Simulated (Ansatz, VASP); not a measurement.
## One calculation of Cd3HgSe4, two programs

Contents of INCAR:

```
PREC = Accurate
ENCUT = 520
EDIFF = 1E-6
ISMEAR = 0
SIGMA = 0.1
LREAL = False
LASPH = True
NELM = 60
ALGO = Normal
ISIF = 2
LWAVE = False
LCHARG = False
GGA = PE
NBANDS = 46
```

KPOINTS

```
regular mesh
0
Gamma
  4 4 2
```

The input POSCAR:

```
Cd3HgSe4
1.0
    4.2166723600      0.0000000000      0.0000000000
    0.0000000000      4.2166723600      0.0000000000
    0.0000000000      0.0000000000     11.9265504700
Cd Hg Se
3 1 4
Direct
    0.0000000000      0.0000000000      0.0000000000
    0.5000000000      0.5000000000      0.2500000000
    0.5000000000      0.5000000000      0.7500000000
    0.0000000000      0.0000000000      0.5000000000
    0.5000000000      0.0000000000      0.1250000000
    0.0000000000      0.5000000000      0.3750000000
    0.5000000000      0.0000000000      0.6250000000
    0.0000000000      0.5000000000      0.8750000000
```

Input for Ansatz:

```yaml
crystal:
  lattice:
    - [4.21667236, 0.0, 0.0]
    - [0.0, 4.21667236, 0.0]
    - [0.0, 0.0, 11.92655047]
  atoms:
    - { symbol: Cd, position: [0.0, 0.0, 0.0] }
    - { symbol: Cd, position: [0.5, 0.5, 0.25] }
    - { symbol: Cd, position: [0.5, 0.5, 0.75] }
    - { symbol: Hg, position: [0.0, 0.0, 0.5] }
    - { symbol: Se, position: [0.5, 0.0, 0.125] }
    - { symbol: Se, position: [0.0, 0.5, 0.375] }
    - { symbol: Se, position: [0.5, 0.0, 0.625] }
    - { symbol: Se, position: [0.0, 0.5, 0.875] }
basis:
  ecutwfc: 420
kpoints:
  mp_grid: { grid: [4, 4, 2] }
hamiltonian:
  xc: pbe
scf:
  occupations: { method: gaussian, width: 0.1 }
  lower_state_search: "off"
output:
  forces: true
  stress: true
  eigenvalues: true
```

Alike in both runs: task single point; functional PBE; k mesh 4 × 4 × 2; occupations gaussian, width 0.1 eV; no spin polarisation.

|  | VASP | Ansatz |
| --- | --- | --- |
| version | VASP 6.6.1 | Ansatz 0.2.0 |
| potentials or method | VASP PAW PBE potentials, release 64 (Cd, Hg, Se), cutoff 520 eV | scalar-relativistic, plane waves, PAW |
| valence electrons in the cell | 72 | 144 |

Ansatz gave:

```
gap on the k mesh at the Fermi level (eV)                     : 0.29
least direct gap on the mesh (eV)                             : 0.29
pressure (GPa)                                                : 7.4
traceless stress, the component that is largest in VASP (GPa) : -0.20
rms of the force components (eV/Å)                            : 0.070
```

Q: Estimate VASP's values.

A: gap on the k mesh at the Fermi level (eV): 0.29; least direct gap on the mesh (eV): 0.29; pressure (GPa): 7.8; traceless stress, the component that is largest in VASP (GPa): -0.20; rms of the force components (eV/Å): 0.071.

Atom by atom the forces differ by 0.001 eV/Å (rms over components). With one functional, cell and mesh, what is left measures potentials, basis and numerics. VASP's potentials hold 72 valence electrons a cell and Ansatz's 144, so a difference there can come from the potentials and not from the codes.

Spin-orbit coupling is off throughout.
